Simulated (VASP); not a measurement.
# Os (P6_3/mmc) in VASP: settings compared

Os is run at these levels: PBEsol-based global hybrid with 25 % exact exchange, HSE06; tasks: single point.

All numbers are computed with VASP 6.6.1; they aren't measurements. Logs are shortened: lines on timing, memory, paths and dates and some standing lists are left out, and cuts for length are marked.

## Step 1: The cell of the first run

The structure is hexagonal, space group P6_3/mmc (No. 194). Conventional cell: a = 2.788 Å, b = 2.788 Å, c = 4.404 Å, α = 90.00°, β = 90.00°, γ = 120.00°. Within 3.6 Å of Os (site symmetry -6m2) lie 12 Os at 2.73 to 2.79 Å.

## Step 2: Single point, PBEsol-based global hybrid with 25 % exact exchange

The input, POSCAR:

```
Os
1.0
    2.7877234178      0.0000000000      0.0000000000
   -1.3938617089      2.4142392985      0.0000000000
    0.0000000000      0.0000000000      4.4044215090
Os
2
Direct
    0.6666666667      0.3333333333      0.7500000000
    0.3333333333      0.6666666667      0.2500000000
```

The input, INCAR.step1:

```
  PREC = Accurate
  ENCUT = 520
  EDIFF = 1E-5
  ISMEAR = -1
  SIGMA = 0.05
  LREAL = F
  LASPH = T
  NELM = 60
  ALGO = Normal
  ISIF = 2
  LWAVE = T
  LCHARG = F
  NBANDS = 15
  GGA = PE
```

The input, INCAR.step2:

```
  PREC = Accurate
  ENCUT = 520
  EDIFF = 1E-6
  ISMEAR = -1
  SIGMA = 0.05
  LREAL = F
  LASPH = T
  NELM = 60
  ALGO = Normal
  ISIF = 2
  LWAVE = F
  LCHARG = F
  GGA = PS
  LHFCALC = T
  AEXX = 0.25
  PRECFOCK = Normal
  NBANDS = 15
  ISTART = 1
```

The input, KPOINTS:

```
Automatic mesh
0
Gamma
  6 6 3
```

Potentials or basis: VASP PAW PBE potentials, release 64 (Os).

Command:

```console
cat potpaw_PBE.64/Os/POTCAR > POTCAR
cp INCAR.step1 INCAR
mpirun -np 1 vasp_std > vasp.out
cp INCAR.step2 INCAR
mpirun -np 1 vasp_std > vasp.out
```

OUTCAR:

```text
PREC = Accurate
   ENCUT = 520
   EDIFF = 1E-6
   ISMEAR = -1
   LREAL = F
   LASPH = T
   NELM = 60
   ISIF = 2
   GGA = PS
   LHFCALC = T
   AEXX = 0.25
   PRECFOCK = Normal
   ISTART = 1

 ion  position               nearest neighbor table
   1  0.667  0.333  0.750-   2 2.73   2 2.73   2 2.73   2 2.73   2 2.73   2 2.73
   2  0.333  0.667  0.250-   1 2.73   1 2.73   1 2.73   1 2.73   1 2.73   1 2.73

  LATTYP: Found a hexagonal cell.
 ALAT       =     2.7877234178
 C/A-ratio  =     1.5799348963

  Lattice vectors:

 A1 = (   2.7877234178,   0.0000000000,   0.0000000000)
 A2 = (  -1.3938617089,   2.4142392985,   0.0000000000)
 A3 = (   0.0000000000,   0.0000000000,   4.4044215090)

Analysis of symmetry for initial positions (statically):
=====================================================================
 Subroutine PRICEL returns:
 Original cell was already a primitive cell.

 Routine SETGRP: Setting up the symmetry group for a
 hexagonal supercell.

 Subroutine GETGRP returns: Found 24 space group operations
 (whereof 12 operations were pure point group operations)
 out of a pool of 24 trial point group operations.

The static configuration has the point symmetry D_3d.
 The point group associated with its full space group is D_6h.

Analysis of symmetry for dynamics (positions and initial velocities):
=====================================================================
 Subroutine PRICEL returns:
 Original cell was already a primitive cell.

 Routine SETGRP: Setting up the symmetry group for a
 hexagonal supercell.

 Subroutine GETGRP returns: Found 24 space group operations
 (whereof 12 operations were pure point group operations)
 out of a pool of 24 trial point group operations.

The dynamic configuration has the point symmetry D_3d.
 The point group associated with its full space group is D_6h.

 Subroutine INISYM returns: Found 24 space group operations
 (whereof 12 operations are pure point group operations),
 and found     1 'primitive' translations

----------------------------------------------------------------------------------------

                                     Primitive cell

  volume of cell :      29.6428

  direct lattice vectors                    reciprocal lattice vectors
     2.787723418  0.000000000  0.000000000     0.358715644  0.207104573  0.000000000
    -1.393861709  2.414239299  0.000000000     0.000000000  0.414209147  0.000000000
     0.000000000  0.000000000  4.404421509     0.000000000  0.000000000  0.227044573

  length of vectors
     2.787723418  2.787723418  4.404421509     0.414209147  0.414209147  0.227044573

  position of ions in fractional coordinates (direct lattice)
     0.666666667  0.333333333  0.750000000
     0.333333333  0.666666667  0.250000000

  ion indices of the primitive-cell ions
   primitive index   ion index
                 1           1
                 2           2

----------------------------------------------------------------------------------------

 KPOINTS: Automatic mesh

Automatic generation of k-mesh.
 Grid dimensions read from file:
 generate k-points for:    6    6    3

 Generating k-lattice:

  Cartesian coordinates                     Fractional coordinates (reciprocal lattice)
     0.059785941  0.034517429  0.000000000     0.166666667  0.000000000  0.000000000
     0.000000000  0.069034858  0.000000000     0.000000000  0.166666667  0.000000000
     0.000000000  0.000000000  0.075681524     0.000000000  0.000000000  0.333333333

  Length of vectors
     0.069034858  0.069034858  0.075681524

  Shift w.r.t. Gamma in fractional coordinates (k-lattice)
     0.000000000  0.000000000  0.000000000

 Subroutine IBZKPT returns following result:
 ===========================================

 Found     14 irreducible k-points:

 Following reciprocal coordinates:
            Coordinates               Weight
  0.000000  0.000000  0.000000      1.000000
  0.166667  0.000000  0.000000      6.000000
  0.333333  0.000000  0.000000      6.000000
  0.500000  0.000000  0.000000      3.000000
  0.166667  0.166667  0.000000      6.000000
  0.333333  0.166667  0.000000     12.000000
  0.333333  0.333333  0.000000      2.000000
  0.000000  0.000000  0.333333      2.000000
  0.166667  0.000000  0.333333     12.000000
  0.333333  0.000000  0.333333     12.000000
  0.500000  0.000000  0.333333      6.000000
  0.166667  0.166667  0.333333     12.000000
  0.333333  0.166667  0.333333     24.000000
  0.333333  0.333333  0.333333      4.000000
   k-points           NKPTS =     14   k-points in BZ     NKDIM =    108   number of bands    NBANDS=     15
   number of dos      NEDOS =    301   number of ions     NIONS =      2
   total plane-waves  NPLWV =  20736
   dimension x,y,z NGX =    24 NGY =   24 NGZ =   36
   dimension x,y,z NGXF=    48 NGYF=   48 NGZF=   72
   ions per type =               2
   NGX,Y,Z   is equivalent  to a cutoff of  14.31, 14.31, 13.59 a.u.
   NGXF,Y,Z  is equivalent  to a cutoff of  28.62, 28.62, 27.18 a.u.
 SYSTEM =  unknown system
   PREC   = accura    normal or accurate (medium, high low for compatibility)
   ISTART =      1    job   : 0-new  1-cont  2-samecut
   ICHARG =      0    charge: 1-file 2-atom 10-const
   ISPIN  =      1    spin polarized calculation?
   LNONCOLLINEAR =      F non collinear calculations
   LSORBIT =      F    spin-orbit coupling
   LASPH  =      T    aspherical Exc in radial PAW
   ENCUT  =  520.0 eV  38.22 Ry    6.18 a.u.   5.18  5.18  8.19*2*pi/ulx,y,z
   NELM   =     60;   NELMIN=  2; NELMDL=  0     # of ELM steps
   EDIFF  = 0.1E-05   stopping-criterion for ELM
   LREAL  =      F    real-space projection
   EDIFFG = 0.1E-04   stopping-criterion for IOM
   NSW    =      0    number of steps for IOM
   IBRION =     -1    ionic relax: 0-MD 1-quasi-New 2-CG
   NFREE  =      0    steps in history (QN), initial steepest desc. (CG)
   ISIF   =      2    stress and relaxation
   ISYM   =      3    0-nonsym 1-usesym 2-fastsym
   POTIM  = 0.5000    time-step for ionic-motion
   TEBEG  =    0.0;   TEEND  =   0.0 temperature during run
   PSTRESS=    0.0 pullay stress
   NELECT =      16.0000    total number of electrons
   NUPDOWN=      -1.0000    fix difference up-down
   EMIN   =  10.00;   EMAX   =-10.00  energy-range for DOS
   EFERMI =   0.00;   METHOD = LEGACY
   ISMEAR =    -1;   SIGMA  =   0.05  broadening in eV -4-tet -1-fermi 0-gaus
   EFERMI_NEDOS =   21; number of points for ismear=-14 and -15
   IALGO  =     38    algorithm
   IMIX   =      1    mixing-type and parameters
     AMIX     =   0.40;   BMIX     =  1.00
     AMIX_MAG =   1.60;   BMIX_MAG =  1.00
  volume/ion in A,a.u.               =      14.82       100.02
  Fermi-wavevector in a.u.,A,eV,Ry     =   1.332934  2.518879 24.173636  1.776712
  Thomas-Fermi vector in A             =   2.461831
   LORBIT       =      0    0 simple, 1 ext, 2 COOP (PROOUT), +10 PAW based schemes
   GGA     = PS    functional components
   LHFCALC =     T    Hartree Fock is set to
   PRECFOCK=normal    Normal, Fast or Accurate (Low or Medium for compatibility)
   ENCUT4O =  -1.0   cutoff for four orbital integrals eV
   NKREDX  =     1    reduce k-point grid by
   NKREDY  =     1    reduce k-point grid by
   NKREDZ  =     1    reduce k-point grid by
   AEXX    =    0.2500 exact exchange contribution
   HFSCREEN=    0.0000 screening length (either q_TF or 0.3 A-1)
   HFSCREENC=   0.0000 screening length for correlation (either q_TF or 0.3 A-1)
   ENCUTFOCK=  -1.0 apply spherical cutoff to Coloumb kernel
   IVDW    =     0    specifies the selected vdW correction
   LEPSILON=     F    determine dielectric tensor
   LRPA    =     F    only Hartree local field effects (RPA)
 non-spin polarized calculation
  energy-cutoff  :      520.00
  volume of cell :       29.64
 maximum number of plane-waves:       818
 NGX is ok and might be reduce to    24
  NGX = 16; NGY = 16; NGZ = 28

 number of electron      15.9999998 magnetization

 Free energy of the ion-electron system (eV)
  ---------------------------------------------------
  ext. energy  EPLUGINS =         0.00000000
  ---------------------------------------------------
  free energy    TOTEN  =       -29.02366977 eV

  energy without entropy =      -29.02114902  energy(sigma->0) =      -29.02240940

 E-fermi :   8.1190     XC(G=0): -10.8177

 val. band max:        8.0384600901   @ k =   0.1667   0.1667   0.0000
 cond. band min:       8.6446233684   @ k =   0.1667   0.0000   0.3333
 fundamental gap:      0.6061632784
 Fermi energy:         8.1190112472

 k-point     1 :       0.0000    0.0000    0.0000
  band No.  band energies     occupation
      1      -3.8571      2.00000
      2      -0.4184      2.00000
      3       4.4979      2.00000
      4       4.4979      2.00000
      5       4.8478      2.00000
      6       5.3248      2.00000
      7       5.3248      2.00000
      8       5.9731      2.00000
      9       5.9731      2.00000
     10       7.6552      1.99981
     11      10.4038      0.00000
     12      10.4038      0.00000
     13      18.0612      0.00000
     14      23.6712      0.00000
     15      26.4254      0.00000

 k-point     2 :       0.1667    0.0000    0.0000
  band No.  band energies     occupation
      1      -2.7397      2.00000
      2       0.4804      2.00000
      3       3.3576      2.00000
      4       4.2869      2.00000
      5       4.7511      2.00000
      6       5.3060      2.00000
      7       5.6209      2.00000
      8       6.0271      2.00000
      9       6.1347      2.00000
     10       6.3880      2.00000
     11      10.7900      0.00000
     12      14.0737      0.00000
     13      17.8790      0.00000
     14      25.1356      0.00000
     15      27.1782      0.00000
[... 185 lines left out ...]
      3       1.9363      2.00000
      4       3.2093      2.00000
      5       3.6896      2.00000
      6       5.2780      2.00000
      7       6.0771      2.00000
      8       7.5308      1.99998
      9      10.0688      0.00000
     10      11.5085      0.00000
     11      12.9620      0.00000
     12      14.7159      0.00000
     13      18.2828      0.00000
     14      20.4290      0.00000
     15      22.3077      0.00000

 k-point    14 :       0.3333    0.3333    0.3333
  band No.  band energies     occupation
      1       1.6849      2.00000
      2       1.6849      2.00000
      3       1.7842      2.00000
      4       2.8874      2.00000
      5       4.0594      2.00000
      6       4.0594      2.00000
      7       6.0689      2.00000
      8       7.3636      2.00000
      9      10.4455      0.00000
     10      10.4455      0.00000
     11      15.9229      0.00000
     12      15.9229      0.00000
     13      18.6815      0.00000
     14      20.0250      0.00000
     15      20.0250      0.00000

------------------------ aborting loop because EDIFF is reached ----------------------------------------

  FORCE on cell =-STRESS in cart. coord.  units (eV):
  Direction    XX          YY          ZZ          XY          YZ          ZX
  --------------------------------------------------------------------------------------
  -------------------------------------------------------------------------------------
  Total       -5.5670504     -5.5670504     -6.9649938      0.0000000      0.0000000      0.0000000
  in kB     -300.8963089   -300.8963089   -376.4544584      0.0000000      0.0000000      0.0000000
  external PRESSURE =    -326.0823587 kB  Pullay stress =       0.0000000 kB

 VOLUME and BASIS-vectors are now :
 -----------------------------------------------------------------------------
  energy-cutoff  :      520.00
  volume of cell :       29.64
      direct lattice vectors                 reciprocal lattice vectors
     2.787723418  0.000000000  0.000000000     0.358715644  0.207104573  0.000000000
    -1.393861709  2.414239299  0.000000000     0.000000000  0.414209147  0.000000000
     0.000000000  0.000000000  4.404421509     0.000000000  0.000000000  0.227044573

 POSITION                                       TOTAL-FORCE (eV/Angst)
 -----------------------------------------------------------------------------------
      1.39386      0.80475      3.30332         0.000000     -0.000000     -0.000000
     -0.00000      1.60949      1.10111        -0.000000      0.000000      0.000000
 -----------------------------------------------------------------------------------
    total drift:                               -0.000000      0.000000     -0.000000

  FREE ENERGIE OF THE ION-ELECTRON SYSTEM (eV)
  ---------------------------------------------------
  free  energy   TOTEN  =       -29.0236697723 eV

  energy  without entropy=      -29.0211490199  energy(sigma->0) =      -29.02240940
```

It took 20 min on 1 thread of Intel Xeon 8259CL, shared host; peak memory 0.17 GiB.

Results:

```yaml
Free_energy: -29.0237 eV
Pressure: -32.6 GPa
Band_gap_on_the_k_mesh: zero (bands 8 and 9 overlap by 4.84 eV)
```

Stress tensor (GPa, compression positive):
```
-30.09   0.00   0.00
  0.00 -30.09   0.00
  0.00   0.00 -37.65
```

Levels at points of the mesh, in eV from the Fermi level:
```
           k point  band 4  band 5  band 6  band 7  band 8  band 9  band 10  band 11  band 12  band 13
(0.00, 0.00, 0.00)   -3.62   -3.27   -2.79   -2.79   -2.15   -2.15    -0.46     2.28     2.28     9.94
(0.50, 0.00, 0.00)   -4.24   -3.43   -3.15   -2.33    2.69    3.25     3.26     5.15     6.48    10.29
```

Caveat: the k points lie up to 0.48 Å⁻¹ apart, too coarse for converged energies and pressures of a metal; the PAW data sets were made with another functional, which shifts forces and pressure a little; spin-orbit coupling is left out, which moves the levels of the heavy elements.

## Step 3: Single point, HSE06

This run uses another cell than the first one, of 13.98 Å³/atom.

The input, POSCAR:

```
Os
1.0
    2.7341000000      0.0000000000      0.0000000000
   -1.3670500000      2.3678000565      0.0000000000
    0.0000000000      0.0000000000      4.3197000000
Os
2
Direct
    0.6666666667      0.3333333333      0.7500000000
    0.3333333333      0.6666666667      0.2500000000
```

The input, INCAR.step1:

```
SYSTEM = Os
PREC = Accurate
ENCUT = 520
EDIFF = 1E-5
ISMEAR = -1
SIGMA = 0.05
LREAL = .FALSE.
LASPH = .TRUE.
NELM = 100
ALGO = Normal
ISIF = 2
LWAVE = .TRUE.
LCHARG = .FALSE.
GGA = PE
NBANDS = 15
```

The input, INCAR.step2:

```
SYSTEM = Os
PREC = Accurate
ENCUT = 520
EDIFF = 1E-7
ISMEAR = -1
SIGMA = 0.05
LREAL = .FALSE.
LASPH = .TRUE.
NELM = 100
ALGO = Normal
ISIF = 2
LWAVE = .FALSE.
LCHARG = .FALSE.
GGA = PE
LHFCALC = .TRUE.
HFSCREEN = 0.2079
PRECFOCK = Normal
ISTART = 1
NBANDS = 15
```

The input, KPOINTS:

```
Automatic mesh
0
G
  6 6 4
  0 0 0
```

Potentials or basis: VASP PAW PBE potentials, release 64 (Os).

Command:

```console
cat potpaw_PBE.64/Os/POTCAR > POTCAR
cp INCAR.step1 INCAR
mpirun -np 1 vasp_std > vasp.out
cp INCAR.step2 INCAR
mpirun -np 1 vasp_std > vasp.out
```

Run time: 54 min. Hardware: 1 thread of Oxide Virtual Turin-like, shared host; peak memory 0.22 GiB.

It converged, with:

```yaml
Free_energy: -25.9032 eV
Pressure: -4.0 GPa
Band_gap_on_the_k_mesh: zero (bands 8 and 9 overlap by 4.41 eV)
```

Stress tensor (GPa, compression positive):
```
-1.17  0.00  0.00
 0.00 -1.17  0.00
 0.00  0.00 -9.58
```

Levels at points of the mesh, in eV from the Fermi level:
```tsv
k point	band 4	band 5	band 6	band 7	band 8	band 9	band 10	band 11	band 12	band 13
(0.00, 0.00, 0.00)	-4.01	-3.69	-3.10	-3.10	-2.41	-2.41	-0.62	1.59	1.59	9.75
(0.50, 0.00, 0.00)	-4.63	-3.77	-3.48	-2.64	2.00	2.58	2.69	4.61	6.02	9.93
(0.00, 0.00, 0.50)	-4.51	-4.28	-4.28	-4.28	-4.28	0.62	0.62	0.62	0.62	14.37
(0.50, 0.00, 0.50)	-6.55	-1.90	-1.90	-0.72	-0.72	2.35	2.35	3.33	3.33	9.79
```

Caveat: the k points lie up to 0.44 Å⁻¹ apart, too coarse for converged energies and pressures of a metal; the PAW data sets were made with another functional, which shifts forces and pressure a little; spin-orbit coupling is left out, which moves the levels of the heavy elements.
